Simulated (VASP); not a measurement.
Runs of VASP 6.6.1 on CoO. Symmetry: Pm-3m, No. 221, cubic system. Conventional cell: a = 2.572 Å, b = 2.572 Å, c = 2.572 Å, α = 90.00°, β = 90.00°, γ = 90.00°. Within 2.9 Å of Co (site symmetry m-3m) lie 8 O at 2.23 Å and 6 Co at 2.57 Å. O (site symmetry m-3m) has 8 Co at 2.23 Å and 6 O at 2.57 Å within 2.9 Å. 

```csv
fixed moment (μB),pressure (GPa),moment (μB)
3.5,(b),3.50
4.0,36.4,4.00
3.0,-0.6,3.00
2.5,-5.3,2.50
2.0,(a),2.00
```

Alike in all rows: task single point; level PBEsol; potentials or basis VASP PAW PBE potentials, release 64 (Co, O); spin collinear, ferromagnetic start; cell as given; k mesh 16 × 16 × 16; cutoff (eV) 520; smearing gaussian 0.1 eV.

Q: Estimate the missing entries.

A: (a) -8.9; (b) 18.6.

Caveats: the PAW data sets were made with another functional, which shifts forces and pressure a little; the total moment is fixed, so each spin has its own Fermi level and the state may be an excited one; a cell with one magnetic atom can't hold antiferromagnetic order, which such compounds often take; the cell stands under pressure (at least some runs); the cell stands under tension (at least some runs).
